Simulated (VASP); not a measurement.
Input of a VASP 6.6.1 run:

The input INCAR:

```
ALGO     = Normal         # electronic algorithm
EDIFF    = 1E-6           # SCF threshold, eV
ENCUT    = 520            # plane-wave cutoff, eV
GGA      = PS             # functional
ISIF     = 2              # what is computed and relaxed
ISMEAR   = 0              # smearing method
LASPH    = T              # aspherical terms in the spheres
LCHARG   = F              # write CHGCAR
LREAL    = F              # projectors in reciprocal space
LWAVE    = F              # write WAVECAR
NBANDS   = 16             # bands
NELM     = 100            # most SCF steps
PREC     = Accurate       # precision mode
SIGMA    = 0.05           # smearing width, eV
```

The input KPOINTS:

```
k-points
0
Gamma
  8 8 8
```

Contents of POSCAR:

```
GaP
1.0
    0.0000000000      2.7252500000      2.8342600000
    2.7252500000      0.0000000000      2.8342600000
    2.7252500000      2.7252500000      0.0000000000
Ga P
1 1
Direct
    0.0000000000      0.0000000000      0.0000000000
    0.7500000000      0.7500000000      0.7500000000
```

Potentials or basis: VASP PAW PBE potentials, release 64 (Ga_d, P).

Launch:

```sh
$ cat potpaw_PBE.64/Ga_d/POTCAR potpaw_PBE.64/P/POTCAR > POTCAR
$ mpirun -np 1 vasp_std > vasp.out
```

Q: Estimate the band gap on the k mesh.

A: 1.34 eV.

Q: What does it give for the pressure?

A: -3.6 GPa.

Stress tensor (GPa, compression positive):
```
-2.58  0.00  0.00
 0.00 -2.58  0.00
 0.00  0.00 -5.68
```

Caveat: the cell differs from its parent crystal (strain +0.000 along x and y, +0.040 along z); the cell stands under tension; the PAW data sets were made with another functional, which shifts forces and pressure a little. A k mesh can miss the band edges.
